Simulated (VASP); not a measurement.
Wanted: the native input for a VASP 6.6.1 run.

| Item | Value |
| --- | --- |
| Task | single point |
| Functional | PBEsol |
| Potentials or basis | VASP PAW PBE potentials, release 64 (Mg, O) |
| Cutoff | 520 eV |
| k mesh | 12 × 12 × 8 |
| Occupations | gaussian, width 0.05 eV |
| Spin | no spin polarisation |
| Dipole correction | no |
| Further INCAR settings | ALGO = Normal; EDIFF = 1e-07; NBANDS = 11 |

The structure of MgO lies in POSCAR:

```
MgO
1.0
    2.9380210000      0.0293802100      0.0000000000
   -1.4435659900      2.5297109000      0.0000000000
    0.0000000000      0.0000000000      2.6796800000
Mg O
1 1
Direct
    0.0000000000      0.0000000000      0.0000000000
    0.3333333333      0.6666666667      0.5000000000
```

The input as run:

INCAR

```
  PREC = Accurate
  ENCUT = 520
  EDIFF = 1E-7
  ISMEAR = 0
  SIGMA = 0.05
  LREAL = False
  LASPH = True
  NELM = 60
  ALGO = Normal
  ISIF = 2
  LWAVE = False
  LCHARG = False
  GGA = PS
  NBANDS = 11
```

KPOINTS

```
Automatic mesh
0
Gamma
  12 12 8
```

Potentials or basis: VASP PAW PBE potentials, release 64 (Mg, O).

The run is started by

```console
$ cat potpaw_PBE.64/Mg/POTCAR potpaw_PBE.64/O/POTCAR > POTCAR
$ mpirun -np 1 vasp_std > vasp.out
```

It gave:

```yaml
Pressure: -4.3 GPa
Largest_force: 0.003 eV/Å
Band_gap_on_the_k_mesh: 2.92 eV, indirect (least direct gap 3.32 eV)
```

Caveat: the PAW data sets were made with another functional, which shifts forces and pressure a little.

It used 89 s of CPU time on 1 thread of AMD EPYC 7R13 Processor (Zen 3), with other jobs on the host.
